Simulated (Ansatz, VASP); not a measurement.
NaEuC4 in VASP and in Ansatz

```
CELL_PARAMETERS angstrom
0.00000 3.67770 3.67770
3.67770 0.00000 3.67770
3.67770 3.67770 0.00000
ATOMIC_POSITIONS crystal
Na 0.50000 0.50000 0.50000
Eu 0.75000 0.75000 0.75000
C 0.63016 0.12328 0.12328
C 0.12328 0.12328 0.12328
C 0.12328 0.63016 0.12328
C 0.12328 0.12328 0.63016
```

Change from the starting cell: species swapped into the MnBe4Al type (F-43m, No. 216).

Alike in both runs: task single point; functional PBE; k mesh 4 × 4 × 4; occupations gaussian, width 0.1 eV; collinear spin.

|  | VASP | Ansatz |
| --- | --- | --- |
| version | VASP 6.6.1 | Ansatz 0.2.0 |
| potentials or method | VASP PAW PBE potentials, release 64 (Na_pv, Eu, C), cutoff 520 eV | scalar-relativistic, plane waves, PAW |
| valence electrons in the cell | 40 | 42 |

Ansatz gave:

* gap on the k mesh at the Fermi level (eV): none
* pressure (GPa): -17.6
* rms of the force components (eV/Å): 0.549
* net moment per atom (μB): 1.30
* size of the moment on the site where the two differ most (μB): 6.66

**Question.** Which values does VASP return?

**Answer.** gap on the k mesh at the Fermi level (eV): none; pressure (GPa): -17.7; rms of the force components (eV/Å): 0.548; net moment per atom (μB): 1.30; size of the moment on the site where the two differ most (μB): 6.48.

Site moments also hang on the region over which each program counts them. Atom by atom the forces differ by 0.001 eV/Å (rms over components). A gap of «none» marks a metal or a gap that the smearing closes. The functional is the same, so the differences come from potentials, cutoffs and numerics. VASP's potentials hold 40 valence electrons a cell and Ansatz's 42, so a difference there can come from the potentials and not from the codes.

The k mesh is coarse, so the values compare programs but aren't converged. Neither program's run includes spin-orbit coupling.
